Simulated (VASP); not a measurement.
Crystal: BN.

```
B N
1.0
     1.25112    0.72234    3.37293
    -1.25112    0.72234    3.37293
     0.00000   -1.44467    3.37293
B N
1 1
Direct
  0.99967 0.99967 0.99967
  0.33276 0.33276 0.33276
```

Base run:

| Quantity | Value |
| --- | --- |
| Program | VASP 6.6.1 |
| Functional | PBEsol |
| Potentials or basis | VASP PAW PBE potentials, release 64 (B, N) |
| Cutoff | 520 eV |
| k mesh | 10 × 10 × 10 |
| Occupations | gaussian, width 0.01 eV |
| Spin | no spin polarisation |

Its results: band gap on the k mesh 4.14 eV, indirect (least direct gap 4.83 eV); pressure 1.0 GPa.

Task: The run is repeated on the same cell with these changes: functional from PBEsol to LDA; potentials or basis from VASP PAW PBE potentials, release 64 (B, N) to VASP PAW LDA potentials, release 64 (B, N). What comes out?

Result: Band gap on the k mesh 4.05 eV, indirect (least direct gap 4.75 eV); pressure -3.8 GPa.

Caveats: the PAW data sets were made with another functional, which shifts forces and pressure a little (some runs).

A k mesh can miss the band edges.
